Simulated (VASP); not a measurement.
# MgS (F-43m) in VASP: single point with PBEsol

Aim: the single point of MgS with PBEsol.

Everything below comes from runs of VASP 6.6.1. Logs are shortened: lines on timing, memory, paths and dates and some standing lists are left out, and cuts for length are marked.

**1. The cell of the first run**

The structure is cubic, space group F-43m (No. 216). The conventional cell has a = 5.652 Å, b = 5.652 Å, c = 5.652 Å, α = 90.00°, β = 90.00°, γ = 90.00°. Within 3.2 Å of Mg (site symmetry -43m) lie 4 S at 2.45 Å. Within 3.2 Å of S (site symmetry -43m) lie 4 Mg at 2.45 Å.

**2. Single point, PBEsol**

INCAR

```
SYSTEM = MgS
  ALGO = Normal
  EDIFF = 1E-6
  ENCUT = 600
  GGA = PS
  GGA_COMPAT = .False.
  ISIF = 2
  ISMEAR = 0
  LASPH = .True.
  LCHARG = .False.
  LREAL = .False.
  LWAVE = .False.
  NBANDS = 11
  NELM = 120
  PREC = Accurate
  SIGMA = 0.02
```

KPOINTS

```
k-points
0
Gamma
  8 8 8
  0 0 0
```

POSCAR

```
MgS
1.0
    0.0000000000      2.8257734642      2.8257734642
    2.8257734642      0.0000000000      2.8257734642
    2.8257734642      2.8257734642      0.0000000000
Mg S
1 1
Direct
    0.0000000000      0.0000000000      0.0000000000
    0.2500000000      0.2500000000      0.2500000000
```

Potentials or basis: VASP PAW PBE potentials, release 64 (Mg, S).

On the command line:

```
$ cat potpaw_PBE.64/Mg/POTCAR potpaw_PBE.64/S/POTCAR > POTCAR
$ mpirun -np 1 vasp_std > vasp.out
```

OUTCAR:

```text
SYSTEM = MgS
   EDIFF = 1E-6
   ENCUT = 600
   GGA = PS
   ISIF = 2
   ISMEAR = 0
   LASPH = .True.
   LREAL = .False.
   NELM = 120
   PREC = Accurate

 ion  position               nearest neighbor table
   1  0.000  0.000  0.000-   2 2.45   2 2.45   2 2.45   2 2.45
   2  0.250  0.250  0.250-   1 2.45   1 2.45   1 2.45   1 2.45

  LATTYP: Found a face centered cubic cell.
 ALAT       =     5.6515469284

  Lattice vectors:

 A1 = (   0.0000000000,   2.8257734642,   2.8257734642)
 A2 = (   2.8257734642,   0.0000000000,   2.8257734642)
 A3 = (   2.8257734642,   2.8257734642,   0.0000000000)

Analysis of symmetry for initial positions (statically):
=====================================================================
 Subroutine PRICEL returns:
 Original cell was already a primitive cell.

 Routine SETGRP: Setting up the symmetry group for a
 face centered cubic supercell.

 Subroutine GETGRP returns: Found 24 space group operations
 (whereof 24 operations were pure point group operations)
 out of a pool of 48 trial point group operations.

The static configuration has the point symmetry T_d .

Analysis of symmetry for dynamics (positions and initial velocities):
=====================================================================
 Subroutine PRICEL returns:
 Original cell was already a primitive cell.

 Routine SETGRP: Setting up the symmetry group for a
 face centered cubic supercell.

 Subroutine GETGRP returns: Found 24 space group operations
 (whereof 24 operations were pure point group operations)
 out of a pool of 48 trial point group operations.

The dynamic configuration has the point symmetry T_d .

 Subroutine INISYM returns: Found 24 space group operations
 (whereof 24 operations are pure point group operations),
 and found     1 'primitive' translations

----------------------------------------------------------------------------------------

                                     Primitive cell

  volume of cell :      45.1276

  direct lattice vectors                    reciprocal lattice vectors
     0.000000000  2.825773464  2.825773464    -0.176942705  0.176942705  0.176942705
     2.825773464  0.000000000  2.825773464     0.176942705 -0.176942705  0.176942705
     2.825773464  2.825773464  0.000000000     0.176942705  0.176942705 -0.176942705

  length of vectors
     3.996247157  3.996247157  3.996247157     0.306473755  0.306473755  0.306473755

  position of ions in fractional coordinates (direct lattice)
     0.000000000  0.000000000  0.000000000
     0.250000000  0.250000000  0.250000000

  ion indices of the primitive-cell ions
   primitive index   ion index
                 1           1
                 2           2

----------------------------------------------------------------------------------------

 KPOINTS: k-points

Automatic generation of k-mesh.
 Grid dimensions read from file:
 generate k-points for:    8    8    8

 Generating k-lattice:

  Cartesian coordinates                     Fractional coordinates (reciprocal lattice)
    -0.022117838  0.022117838  0.022117838     0.125000000  0.000000000  0.000000000
     0.022117838 -0.022117838  0.022117838     0.000000000  0.125000000  0.000000000
     0.022117838  0.022117838 -0.022117838     0.000000000  0.000000000  0.125000000

  Length of vectors
     0.038309219  0.038309219  0.038309219

  Shift w.r.t. Gamma in fractional coordinates (k-lattice)
     0.000000000  0.000000000  0.000000000

 Subroutine IBZKPT returns following result:
 ===========================================

 Found     29 irreducible k-points:

 Following reciprocal coordinates:
            Coordinates               Weight
  0.000000  0.000000  0.000000      1.000000
  0.125000  0.000000  0.000000      8.000000
  0.250000  0.000000  0.000000      8.000000
  0.375000  0.000000  0.000000      8.000000
  0.500000  0.000000  0.000000      4.000000
  0.125000  0.125000  0.000000      6.000000
[... 16 lines left out ...]
  0.500000  0.250000  0.125000     48.000000
 -0.375000  0.250000  0.125000     24.000000
 [... further k-points ...]
   k-points           NKPTS =     29   k-points in BZ     NKDIM =     29   number of bands    NBANDS=     11
   number of dos      NEDOS =    301   number of ions     NIONS =      2
   total plane-waves  NPLWV =  32768
   dimension x,y,z NGX =    32 NGY =   32 NGZ =   32
   dimension x,y,z NGXF=    64 NGYF=   64 NGZF=   64
   ions per type =               1   1
   NGX,Y,Z   is equivalent  to a cutoff of  13.31, 13.31, 13.31 a.u.
   NGXF,Y,Z  is equivalent  to a cutoff of  26.62, 26.62, 26.62 a.u.
 SYSTEM =  MgS
   PREC   = accura    normal or accurate (medium, high low for compatibility)
   ISTART =      0    job   : 0-new  1-cont  2-samecut
   ICHARG =      2    charge: 1-file 2-atom 10-const
   ISPIN  =      1    spin polarized calculation?
   LNONCOLLINEAR =      F non collinear calculations
   LSORBIT =      F    spin-orbit coupling
   LASPH  =      T    aspherical Exc in radial PAW
   ENCUT  =  600.0 eV  44.10 Ry    6.64 a.u.   7.98  7.98  7.98*2*pi/ulx,y,z
   NELM   =    120;   NELMIN=  2; NELMDL= -5     # of ELM steps
   EDIFF  = 0.1E-05   stopping-criterion for ELM
   LREAL  =      F    real-space projection
   EDIFFG = 0.1E-04   stopping-criterion for IOM
   NSW    =      0    number of steps for IOM
   IBRION =     -1    ionic relax: 0-MD 1-quasi-New 2-CG
   NFREE  =      0    steps in history (QN), initial steepest desc. (CG)
   ISIF   =      2    stress and relaxation
   ISYM   =      2    0-nonsym 1-usesym 2-fastsym
   POTIM  = 0.5000    time-step for ionic-motion
   TEBEG  =    0.0;   TEEND  =   0.0 temperature during run
   PSTRESS=    0.0 pullay stress
   NELECT =       8.0000    total number of electrons
   NUPDOWN=      -1.0000    fix difference up-down
   EMIN   =  10.00;   EMAX   =-10.00  energy-range for DOS
   EFERMI =   0.00;   METHOD = LEGACY
   ISMEAR =     0;   SIGMA  =   0.02  broadening in eV -4-tet -1-fermi 0-gaus
   EFERMI_NEDOS =   21; number of points for ismear=-14 and -15
   IALGO  =     38    algorithm
   IMIX   =      4    mixing-type and parameters
     AMIX     =   0.40;   BMIX     =  1.00
     AMIX_MAG =   1.60;   BMIX_MAG =  1.00
  volume/ion in A,a.u.               =      22.56       152.27
  Fermi-wavevector in a.u.,A,eV,Ry     =   0.919653  1.737893 11.507294  0.845762
  Thomas-Fermi vector in A             =   2.044871
   LORBIT       =      0    0 simple, 1 ext, 2 COOP (PROOUT), +10 PAW based schemes
   GGA     = PS    functional components
   LHFCALC =     F    Hartree Fock is set to
   AEXX    =    0.0000 exact exchange contribution
   IVDW    =     0    specifies the selected vdW correction
   LEPSILON=     F    determine dielectric tensor
   LRPA    =     F    only Hartree local field effects (RPA)
 non-spin polarized calculation
 Gauss-broadening in eV      SIGMA  =   0.02
  energy-cutoff  :      600.00
  volume of cell :       45.13
 maximum number of plane-waves:      1540
   NGX = 15   NGY = 15   NGZ = 15

 number of electron       8.0000000 magnetization

 Free energy of the ion-electron system (eV)
  ---------------------------------------------------
  ext. energy  EPLUGINS =         0.00000000
  ---------------------------------------------------
  free energy    TOTEN  =        -8.91806681 eV

  energy without entropy =       -8.91806681  energy(sigma->0) =       -8.91806681

 E-fermi :   1.1638     XC(G=0):  -8.5979

 val. band max:        1.0352197590   @ k =   0.0000   0.0000   0.0000
 cond. band min:       4.3580579017   @ k =   0.0000   0.0000   0.0000
 fundamental gap:      3.3228381427
 Fermi energy:         1.1637711792

 k-point     1 :       0.0000    0.0000    0.0000
  band No.  band energies     occupation
      1     -10.2521      2.00000
      2       1.0352      2.00000
      3       1.0352      2.00000
      4       1.0352      2.00000
      5       4.3581      0.00000
      6       8.9219      0.00000
      7       8.9219      0.00000
      8       8.9219      0.00000
      9      11.8304      0.00000
     10      11.8304      0.00000
     11      14.6267      0.00000

 k-point     2 :       0.1250    0.0000    0.0000
  band No.  band energies     occupation
      1     -10.1624      2.00000
      2       0.3310      2.00000
      3       0.9810      2.00000
      4       0.9810      2.00000
      5       5.0347      0.00000
      6       8.7275      0.00000
      7       9.1008      0.00000
      8       9.1008      0.00000
      9      11.3485      0.00000
     10      11.3485      0.00000
     11      13.9771      0.00000

 k-point     3 :       0.2500    0.0000    0.0000
  band No.  band energies     occupation
      1      -9.9299      2.00000
      2      -0.8658      2.00000
      3       0.8586      2.00000
      4       0.8586      2.00000
      5       5.8982      0.00000
      6       8.7448      0.00000
      7       9.1278      0.00000
      8       9.1278      0.00000
      9      11.3989      0.00000
     10      11.3989      0.00000
     11      13.1151      0.00000

 k-point     4 :       0.3750    0.0000    0.0000
  band No.  band energies     occupation
      1      -9.6689      2.00000
      2      -1.8090      2.00000
      3       0.7466      2.00000
      4       0.7466      2.00000
      5       6.0792      0.00000
      6       8.7585      0.00000
      7       8.7585      0.00000
      8       9.2685      0.00000
      9      12.7169      0.00000
     10      12.7169      0.00000
     11      13.1431      0.00000
[... 239 lines left out ...]
 k-point    22 :       0.3750    0.2500    0.1250
  band No.  band energies     occupation
      1      -9.7497      2.00000
      2      -1.0730      2.00000
      3       0.1702      2.00000
      4       0.6501      2.00000
      5       6.6215      0.00000
      6       7.9196      0.00000
      7       8.5199      0.00000
      8      10.1823      0.00000
      9      10.6920      0.00000
     10      13.3832      0.00000
     11      15.3477      0.00000

 k-point    23 :       0.5000    0.2500    0.1250
  band No.  band energies     occupation
      1      -9.5330      2.00000
      2      -1.5838      2.00000
      3      -0.1871      2.00000
      4       0.4696      2.00000
      5       6.8902      0.00000
      6       7.7206      0.00000
      7       8.8605      0.00000
      8      10.0150      0.00000
      9      11.8352      0.00000
     10      14.4704      0.00000
     11      15.0563      0.00000

 k-point    24 :      -0.3750    0.2500    0.1250
  band No.  band energies     occupation
      1      -9.4365      2.00000
      2      -1.8048      2.00000
      3      -0.2933      2.00000
      4       0.3726      2.00000
      5       6.9672      0.00000
      6       7.4307      0.00000
      7       9.7156      0.00000
      8       9.8099      0.00000
      9      12.3739      0.00000
     10      13.7906      0.00000
     11      15.2124      0.00000

 [... further k-points ...]
[... 5 lines left out ...]
  --------------------------------------------------------------------------------------
  -------------------------------------------------------------------------------------
  Total       -0.0181503     -0.0181503     -0.0181503      0.0000000      0.0000000      0.0000000
  in kB       -0.6443964     -0.6443964     -0.6443964      0.0000000      0.0000000      0.0000000
  external PRESSURE =      -0.6443964 kB  Pullay stress =       0.0000000 kB

 VOLUME and BASIS-vectors are now :
 -----------------------------------------------------------------------------
  energy-cutoff  :      600.00
  volume of cell :       45.13
      direct lattice vectors                 reciprocal lattice vectors
     0.000000000  2.825773464  2.825773464    -0.176942705  0.176942705  0.176942705
     2.825773464  0.000000000  2.825773464     0.176942705 -0.176942705  0.176942705
     2.825773464  2.825773464  0.000000000     0.176942705  0.176942705 -0.176942705

 POSITION                                       TOTAL-FORCE (eV/Angst)
 -----------------------------------------------------------------------------------
      0.00000      0.00000      0.00000         0.000000      0.000000      0.000000
      1.41289      1.41289      1.41289        -0.000000     -0.000000     -0.000000
 -----------------------------------------------------------------------------------
    total drift:                               -0.000000     -0.000000     -0.000000

  FREE ENERGIE OF THE ION-ELECTRON SYSTEM (eV)
  ---------------------------------------------------
  free  energy   TOTEN  =        -8.9180668116 eV

  energy  without entropy=       -8.9180668116  energy(sigma->0) =       -8.91806681
```

Wall time 19 s (1 thread of Intel Xeon 8259CL, shared host); peak memory 0.18 GiB.

What came out:

| Property | Result |
| --- | --- |
| Free energy | -8.9181 eV |
| Pressure | -0.1 GPa |
| Band gap on the k mesh | 3.32 eV |

Caveat: the PAW data sets were made with another functional, which shifts forces and pressure a little.
